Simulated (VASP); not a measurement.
# Si23BHO48 (a cell with a defect) in VASP: further runs

Runs on Si23BHO48 (a cell with a defect). Level: PBE+D3(BJ). Tasks: single point.

Everything below comes from runs of VASP 6.6.1. Logs are shortened: lines on timing, memory, paths and dates and some standing lists are left out, and cuts for length are marked.

## Step 1: The cell of the first run

The cell holds a defect, 73 atoms: a = 9.832 Å, b = 9.832 Å, c = 10.818 Å, α = 90.00°, β = 90.00°, γ = 120.00°.

## Step 2: Single point, PBE+D3(BJ)

The input, INCAR:

```
SYSTEM = Si23BHO48
ALGO = Normal ; EDIFF = 1E-6
ENCUT = 520 ; GGA = PE
ISIF = 2 ; ISMEAR = 0
IVDW = 12 ; LASPH = .True.
LCHARG = .False. ; LREAL = Auto
LWAVE = .False. ; NBANDS = 234
NELM = 60 ; PREC = Accurate
SIGMA = 0.02
```

The input, KPOINTS:

```
k-points
0
Gamma
  1 1 1
  0 0 0
```

The input, POSCAR:

```
Si23BHO48
1.0
    9.8316000000      0.0000000000      0.0000000000
   -4.9158000000      8.5144150000      0.0000000000
    0.0000000000      0.0000000000     10.8182000000
Si O B H
23 48 1 1
Direct
    0.2696880000      0.0042536000      0.1659530000
    0.0008685700      0.2683290000      0.3334340000
    0.2300140000      0.2360220000      0.0011123000
    0.2665710000      0.0039666000      0.6682490000
    0.9877070000      0.2651610000      0.8363930000
    0.2373780000      0.2479670000      0.5046470000
    0.2689130000      0.5034970000      0.1694290000
    0.0071740000      0.7615250000      0.3346140000
    0.2378880000      0.7376010000      0.9995222100
    0.9995975200      0.7632920000      0.8347720000
    0.2444950000      0.7356140000      0.5016440000
    0.7704580000      0.9995776200      0.1677880000
    0.5005500000      0.2709950000      0.3363130000
    0.7196970000      0.2254150000      0.0067535000
    0.7669430000      0.9974284000      0.6662580000
    0.4957890000      0.2648950000      0.8388830000
    0.7315520000      0.2292750000      0.4997570000
    0.7671770000      0.5003520000      0.1687290000
    0.5082110000      0.7657540000      0.3369440000
    0.7284970000      0.7290430000      0.9967325000
    0.7678590000      0.4933310000      0.6719780000
    0.4934370000      0.7554030000      0.8256840000
    0.7401200000      0.7312110000      0.5028160000
    0.0701790000      0.2104350000      0.4453740000
    0.2949550000      0.3664780000      0.1108140000
    0.1376360000      0.4348590000      0.2787260000
    0.1999740000      0.0709020000      0.0599790000
    0.3661290000      0.3022770000      0.3932910000
    0.4320150000      0.1437110000      0.2242100000
    0.0667330000      0.2120310000      0.9439510000
    0.3031200000      0.3853300000      0.6093620000
    0.1133590000      0.4405420000      0.7851950000
    0.2097810000      0.0849780000      0.5653650000
    0.3582330000      0.2953090000      0.8896740000
    0.4313560000      0.1336490000      0.7299220000
    0.0766350000      0.6958990000      0.4416340000
    0.3064960000      0.8756300000      0.1036260000
    0.1430170000      0.9271020000      0.2781130000
    0.2082500000      0.5754350000      0.0619490000
    0.3765200000      0.8018230000      0.3929280000
    0.4356450000      0.6372690000      0.2260910000
    0.0702950000      0.7095930000      0.9482220000
    0.2950410000      0.8698080000      0.6071030000
    0.1315540000      0.9273490000      0.7745430000
    0.2301330000      0.5767600000      0.5604110000
    0.3586520000      0.7864940000      0.8835290000
    0.4284710000      0.6274950000      0.7150340000
    0.5668770000      0.2051100000      0.4454450000
    0.7918800000      0.3613760000      0.1121420000
    0.6403730000      0.4358000000      0.2813830000
    0.6938720000      0.0630420000      0.0659360000
    0.8601750000      0.2920420000      0.3883960000
    0.9366550000      0.1391850000      0.2215540000
    0.5542740000      0.2009080000      0.9545440000
    0.7949510000      0.3574220000      0.6120670000
    0.6387770000      0.4269040000      0.7826280000
    0.7040680000      0.0640960000      0.5552660000
    0.8398320000      0.2764280000      0.8908620000
    0.9289380000      0.1359870000      0.7256000000
    0.5736550000      0.6988570000      0.4456840000
    0.7960380000      0.8655170000      0.1023840000
    0.6501690000      0.9288590000      0.2836800000
    0.7033430000      0.5680830000      0.0595770000
    0.8714800000      0.7895060000      0.3941120000
    0.9352230000      0.6347670000      0.2225520000
    0.5626060000      0.6962730000      0.9382370000
    0.8024270000      0.8653980000      0.6094200000
    0.6328180000      0.9222560000      0.7728480000
    0.7110210000      0.5682130000      0.5642060000
    0.8565170000      0.7850870000      0.8848320000
    0.9375310000      0.6233760000      0.7302810000
    0.3154190000      0.5288810000      0.6326340000
    0.0735557100      0.4866755400      0.7603840000
```

Potentials or basis: VASP PAW PBE potentials, release 64 (Si, O, B, H).

Launch:

```bash
$ cat potpaw_PBE.64/Si/POTCAR potpaw_PBE.64/O/POTCAR potpaw_PBE.64/B/POTCAR potpaw_PBE.64/H/POTCAR > POTCAR
$ mpirun -np 1 vasp_gam > vasp.out
```

OUTCAR:

```text
SYSTEM = Si23BHO48
   EDIFF = 1E-6
   ENCUT = 520
   GGA = PE
   ISIF = 2
   ISMEAR = 0
   IVDW = 12
   LASPH = .True.
   LREAL = Auto
   NELM = 60
   PREC = Accurate
 IVDW          = 12

 ion  position               nearest neighbor table
   1  0.270  0.004  0.166-  29 1.62  37 1.63  38 1.63  27 1.63   9 3.06   3 3.07  13 3.08   8 3.09

   2  0.001  0.268  0.333-  26 1.62  24 1.63  52 1.63  53 1.64  12 3.06   6 3.06   7 3.06  17 3.06

   3  0.230  0.236  0.001-  30 1.62  25 1.63  34 1.63  27 1.63  16 3.04   7 3.06   1 3.07   5 3.10

   4  0.267  0.004  0.668-  43 1.62  33 1.62  35 1.62  44 1.63  16 3.05  10 3.09   6 3.11  11 3.11

   5  0.988  0.265  0.836-  58 1.62  30 1.62  59 1.63  32 1.64  15 3.05  14 3.08   3 3.10
   6  0.237  0.248  0.505-  33 1.62  24 1.63  31 1.63  28 1.63   2 3.06  13 3.08   4 3.11
   7  0.269  0.503  0.169-  25 1.62  39 1.62  41 1.62  26 1.63   2 3.06   3 3.06  19 3.07   9 3.08
[... 77 lines left out ...]
  70  0.857  0.785  0.885-  10 1.62  20 1.63
  71  0.938  0.623  0.730-  21 1.64  10 1.64
  72  0.315  0.529  0.633-  47 1.38  31 1.38  45 1.39
  73  0.074  0.487  0.760-  32 0.78

  LATTYP: Found a hexagonal cell.
 ALAT       =     9.8316000000
 C/A-ratio  =     1.1003498922

  Lattice vectors:

 A1 = (   9.8316000000,   0.0000000000,   0.0000000000)
 A2 = (  -4.9158000000,   8.5144150000,   0.0000000000)
 A3 = (   0.0000000000,   0.0000000000,  10.8182000000)

Analysis of symmetry for initial positions (statically):
=====================================================================
 Subroutine PRICEL returns:
 Original cell was already a primitive cell.

 Routine SETGRP: Setting up the symmetry group for a
 hexagonal supercell.

 Subroutine GETGRP returns: Found  1 space group operations
 (whereof  1 operations were pure point group operations)
 out of a pool of 24 trial point group operations.

The static configuration has the point symmetry C_1 .

Analysis of symmetry for dynamics (positions and initial velocities):
=====================================================================
 Subroutine PRICEL returns:
 Original cell was already a primitive cell.

 Routine SETGRP: Setting up the symmetry group for a
 hexagonal supercell.

 Subroutine GETGRP returns: Found  1 space group operations
 (whereof  1 operations were pure point group operations)
 out of a pool of 24 trial point group operations.

The dynamic configuration has the point symmetry C_1 .

 Subroutine INISYM returns: Found  1 space group operations
 (whereof  1 operations are pure point group operations),
 and found     1 'primitive' translations

----------------------------------------------------------------------------------------

                                     Primitive cell

  volume of cell :     905.5950

  direct lattice vectors                    reciprocal lattice vectors
     9.831600000  0.000000000  0.000000000     0.101712844  0.058723941  0.000000000
    -4.915800000  8.514415000  0.000000000     0.000000000  0.117447881  0.000000000
     0.000000000  0.000000000 10.818200000     0.000000000  0.000000000  0.092436819

  length of vectors
     9.831600000  9.831599688 10.818200000     0.117447877  0.117447881  0.092436819

  position of ions in fractional coordinates (direct lattice)
     0.269688000  0.004253600  0.165953000
     0.000868570  0.268329000  0.333434000
     0.230014000  0.236022000  0.001112300
     0.266571000  0.003966600  0.668249000
     0.987707000  0.265161000  0.836393000
     0.237378000  0.247967000  0.504647000
[... 65 lines left out ...]
     0.315419000  0.528881000  0.632634000
     0.073555710  0.486675540  0.760384000

  ion indices of the primitive-cell ions
   primitive index   ion index
                 1           1
                 2           2
                 3           3
                 4           4
                 5           5
                 6           6
[... 65 lines left out ...]
                72          72
                73          73

----------------------------------------------------------------------------------------

 KPOINTS: k-points

Automatic generation of k-mesh.
 Grid dimensions read from file:
 generate k-points for:    1    1    1

 Generating k-lattice:

  Cartesian coordinates                     Fractional coordinates (reciprocal lattice)
     0.101712844  0.058723941  0.000000000     1.000000000  0.000000000  0.000000000
     0.000000000  0.117447881  0.000000000     0.000000000  1.000000000  0.000000000
     0.000000000  0.000000000  0.092436819     0.000000000  0.000000000  1.000000000

  Length of vectors
     0.117447877  0.117447881  0.092436819

  Shift w.r.t. Gamma in fractional coordinates (k-lattice)
     0.000000000  0.000000000  0.000000000

 Subroutine IBZKPT returns following result:
 ===========================================

 Found      1 irreducible k-points:

 Following reciprocal coordinates:
            Coordinates               Weight
  0.000000  0.000000  0.000000      1.000000
   k-points           NKPTS =      1   k-points in BZ     NKDIM =      1   number of bands    NBANDS=    234
   number of dos      NEDOS =    301   number of ions     NIONS =     73
   total plane-waves  NPLWV = 512000
   dimension x,y,z NGX =    80 NGY =   80 NGZ =   80
   dimension x,y,z NGXF=   160 NGYF=  160 NGZF=  160
   ions per type =              23  48   1   1
   NGX,Y,Z   is equivalent  to a cutoff of  13.53, 13.53, 12.29 a.u.
   NGXF,Y,Z  is equivalent  to a cutoff of  27.05, 27.05, 24.59 a.u.
 SYSTEM =  Si23BHO48
   PREC   = accura    normal or accurate (medium, high low for compatibility)
   ISTART =      0    job   : 0-new  1-cont  2-samecut
   ICHARG =      2    charge: 1-file 2-atom 10-const
   ISPIN  =      1    spin polarized calculation?
   LNONCOLLINEAR =      F non collinear calculations
   LSORBIT =      F    spin-orbit coupling
   LASPH  =      T    aspherical Exc in radial PAW
   ENCUT  =  520.0 eV  38.22 Ry    6.18 a.u.  18.28 18.28 20.11*2*pi/ulx,y,z
   NELM   =     60;   NELMIN=  2; NELMDL= -5     # of ELM steps
   EDIFF  = 0.1E-05   stopping-criterion for ELM
   LREAL  =      T    real-space projection
   EDIFFG = 0.1E-04   stopping-criterion for IOM
   NSW    =      0    number of steps for IOM
   IBRION =     -1    ionic relax: 0-MD 1-quasi-New 2-CG
   NFREE  =      0    steps in history (QN), initial steepest desc. (CG)
   ISIF   =      2    stress and relaxation
   ISYM   =      2    0-nonsym 1-usesym 2-fastsym
   POTIM  = 0.5000    time-step for ionic-motion
   TEBEG  =    0.0;   TEEND  =   0.0 temperature during run
   PSTRESS=    0.0 pullay stress
   NELECT =     384.0000    total number of electrons
   NUPDOWN=      -1.0000    fix difference up-down
   EMIN   =  10.00;   EMAX   =-10.00  energy-range for DOS
   EFERMI =   0.00;   METHOD = LEGACY
   ISMEAR =     0;   SIGMA  =   0.02  broadening in eV -4-tet -1-fermi 0-gaus
   EFERMI_NEDOS =   21; number of points for ismear=-14 and -15
   IALGO  =     38    algorithm
   IMIX   =      4    mixing-type and parameters
     AMIX     =   0.40;   BMIX     =  1.00
     AMIX_MAG =   1.60;   BMIX_MAG =  1.00
  volume/ion in A,a.u.               =      12.41        83.72
  Fermi-wavevector in a.u.,A,eV,Ry     =   1.229912  2.324196 20.581296  1.512683
  Thomas-Fermi vector in A             =   2.364781
   LORBIT       =      0    0 simple, 1 ext, 2 COOP (PROOUT), +10 PAW based schemes
   GGA     = PE    functional components
   LHFCALC =     F    Hartree Fock is set to
   AEXX    =    0.0000 exact exchange contribution
   IVDW    =    12    specifies the selected vdW correction
   LEPSILON=     F    determine dielectric tensor
   LRPA    =     F    only Hartree local field effects (RPA)
 non-spin polarized calculation
 Gauss-broadening in eV      SIGMA  =   0.02
  energy-cutoff  :      520.00
  volume of cell :      905.60
 maximum number of plane-waves:     12195
 NGX is ok and might be reduce to    80
   NGX = 37   NGY = 37   NGZ = 41

 number of electron     384.0000028 magnetization

 Free energy of the ion-electron system (eV)
  ---------------------------------------------------
  ext. energy  EPLUGINS =         0.00000000
  ---------------------------------------------------
  free energy    TOTEN  =      -570.37074441 eV

  energy without entropy =     -570.37074441  energy(sigma->0) =     -570.37074441

 E-fermi :   1.2498     XC(G=0):  -9.2252

 val. band max:        1.0748576980   @ k =   0.0000   0.0000   0.0000
 cond. band min:       6.8581268812   @ k =   0.0000   0.0000   0.0000
 fundamental gap:      5.7832691833
 Fermi energy:         1.2498161216

 k-point     1 :       0.0000    0.0000    0.0000
  band No.  band energies     occupation
      1     -18.7312      2.00000
      2     -18.2782      2.00000
      3     -17.8965      2.00000
      4     -17.8769      2.00000
      5     -17.8464      2.00000
      6     -17.8102      2.00000
[... 196 lines left out ...]
    203       9.8103      0.00000
    204       9.8261      0.00000
 [bands above 204 left out]

------------------------ aborting loop because EDIFF is reached ----------------------------------------

 Edisp (eV)  -10.15317

 E8    (eV) :    -3.4172

  FORCE on cell =-STRESS in cart. coord.  units (eV):
  Direction    XX          YY          ZZ          XY          YZ          ZX
  --------------------------------------------------------------------------------------
  -------------------------------------------------------------------------------------
  Total      10.23535     4.40954     3.78344    -5.25081    -4.60013     2.29218
  in kB      18.10837     7.80135     6.69365    -9.28972    -8.13854     4.05533
  external pressure =       10.87 kB  Pullay stress =        0.00 kB

 VOLUME and BASIS-vectors are now :
 -----------------------------------------------------------------------------
  energy-cutoff  :      520.00
  volume of cell :      905.60
      direct lattice vectors                 reciprocal lattice vectors
     9.831600000  0.000000000  0.000000000     0.101712844  0.058723941  0.000000000
    -4.915800000  8.514415000  0.000000000     0.000000000  0.117447881  0.000000000
     0.000000000  0.000000000 10.818200000     0.000000000  0.000000000  0.092436819

 POSITION                                       TOTAL-FORCE (eV/Angst)
 -----------------------------------------------------------------------------------
      2.63055      0.03622      1.79531         0.015564     -0.002142      0.007688
     -1.31051      2.28466      3.60716        -0.017806      0.013854      0.003097
      1.10117      2.00959      0.01203         0.017050     -0.022517      0.004477
      2.60132      0.03377      7.22925         0.003015     -0.031701      0.007508
      8.40726      2.25769      9.04827         0.175272     -0.261314      0.140882
      1.11485      2.11129      5.45937         0.010350     -0.039776      0.002642
[... 65 lines left out ...]
      0.50120      4.50311      6.84396         0.068619      0.014080     -0.046703
     -1.66923      4.14376      8.22599       -16.076371     10.687676     -7.167979
 -----------------------------------------------------------------------------------
    total drift:                               -0.025028      0.016952     -0.010654

  FREE ENERGIE OF THE ION-ELECTRON SYSTEM (eV)
  ---------------------------------------------------
  free  energy   TOTEN  =      -580.5239184951 eV

  energy  without entropy=     -580.5239184951  energy(sigma->0) =     -580.52391850
```

Run time: 4.3 min. Hardware: 1 thread of Intel Xeon Platinum 8488C (Sapphire Rapids), shared host; peak memory 0.96 GiB.

Results:

```yaml
Free_energy: -580.5239 eV
Pressure: 1.1 GPa
Largest_force: 20.593 eV/Å
Band_gap_on_the_k_mesh: 5.78 eV
Dispersion_energy_per_atom: -0.139 eV
```

Forces on the atoms (eV/Å):
```
Si    0.016  -0.002   0.008
Si   -0.018   0.014   0.003
Si    0.017  -0.023   0.004
Si    0.003  -0.032   0.008
Si    0.175  -0.261   0.141
Si    0.010  -0.040   0.003
Si    0.018   0.002   0.015
Si   -0.003   0.006   0.017
Si   -0.051   0.016   0.004
Si    0.003  -0.125  -0.145
Si   -0.055  -0.007   0.032
Si    0.027  -0.014   0.008
Si    0.000   0.009   0.010
Si   -0.051  -0.021   0.046
Si   -0.004  -0.045  -0.038
Si    0.001   0.041  -0.036
Si   -0.024   0.020   0.022
Si    0.007   0.019   0.002
Si   -0.002   0.014   0.007
Si    0.020  -0.007  -0.021
Si    0.151   0.122   0.072
Si    0.013   0.011   0.005
Si    0.023  -0.041   0.012
O    -0.003   0.007   0.000
O    -0.006  -0.008  -0.009
O     0.009   0.002  -0.003
O     0.001   0.007  -0.005
O    -0.010  -0.005   0.004
O    -0.007   0.006   0.000
O    -0.050   0.034  -0.039
O    -0.024  -0.001   0.003
O    15.865 -10.565   7.072
O     0.001   0.017  -0.005
O    -0.019  -0.004   0.012
O     0.001   0.010   0.007
O    -0.002   0.009  -0.011
O     0.003  -0.005   0.001
O     0.008   0.002  -0.006
O     0.008  -0.011  -0.012
O     0.001  -0.011   0.000
O    -0.009   0.002  -0.002
O     0.041   0.005   0.038
O     0.004   0.001  -0.009
O     0.020   0.033  -0.003
O     0.023  -0.033   0.041
O     0.007  -0.021  -0.004
O    -0.026   0.001   0.017
O    -0.010   0.000  -0.011
O     0.007  -0.015  -0.016
O     0.004  -0.003  -0.004
O     0.004   0.013  -0.014
O     0.009  -0.008  -0.006
O    -0.003   0.007  -0.004
O     0.012  -0.001   0.009
O     0.010  -0.054  -0.027
O    -0.025  -0.042   0.017
O     0.016  -0.008   0.015
O     0.096   0.059  -0.072
O     0.008   0.103   0.035
O    -0.013   0.005  -0.010
O    -0.012   0.005   0.007
O     0.006   0.002  -0.009
O     0.007  -0.009   0.006
O    -0.001  -0.001  -0.005
O    -0.005   0.000  -0.004
O    -0.019   0.006  -0.006
O    -0.016   0.019   0.010
O     0.013   0.011  -0.004
O    -0.024   0.008  -0.029
O    -0.039   0.012   0.041
O    -0.129   0.058   0.031
B     0.069   0.014  -0.047
H   -16.076  10.688  -7.168
```

Stress tensor (GPa, compression positive):
```
 1.81 -0.93  0.41
-0.93  0.78 -0.81
 0.41 -0.81  0.67
```

Caveat: the k points lie up to 0.74 Å⁻¹ apart.

[end of part 1 of 2]
